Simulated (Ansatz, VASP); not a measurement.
One calculation of Te2Mo, two programs

```
Te Mo
1.0
     3.61468    0.00000    0.00000
    -1.80734    3.13040    0.00000
     0.00000    0.00000   17.78666
Te Mo
2 1
Direct
  0.33333 0.66667 0.90049
  0.33333 0.66667 0.09951
  0.00000 0.00000 0.00000
```

Alike in both runs: task single point; functional r2SCAN; k mesh 12 × 12 × 2; occupations gaussian, width 0.02 eV; no spin polarisation.

|  | VASP | Ansatz |
| --- | --- | --- |
| version | VASP 6.6.1 | Ansatz 0.2.0 |
| potentials or method | VASP PAW PBE potentials, release 64 (Te, Mo_sv), cutoff 520 eV | scalar-relativistic, plane waves, PAW |
| valence electrons in the cell | 26 | 46 |

Ansatz gave:

| Property | Result |
| --- | --- |
| gap on the k mesh at the Fermi level (eV) | 1.00 |
| least direct gap on the mesh (eV) | 1.00 |
| rms of the force components (eV/Å) | 0.004 |

**Question.** Which values does VASP return?

**Answer.** gap on the k mesh at the Fermi level (eV): 1.00; least direct gap on the mesh (eV): 1.00; rms of the force components (eV/Å): 0.017.

VASP's potentials were made for PBE, not for r2SCAN. Atom by atom the forces differ by 0.013 eV/Å (rms over components). VASP's potentials hold 26 valence electrons a cell and Ansatz's 46, so a difference there can come from the potentials and not from the codes.

Neither program's run includes spin-orbit coupling.
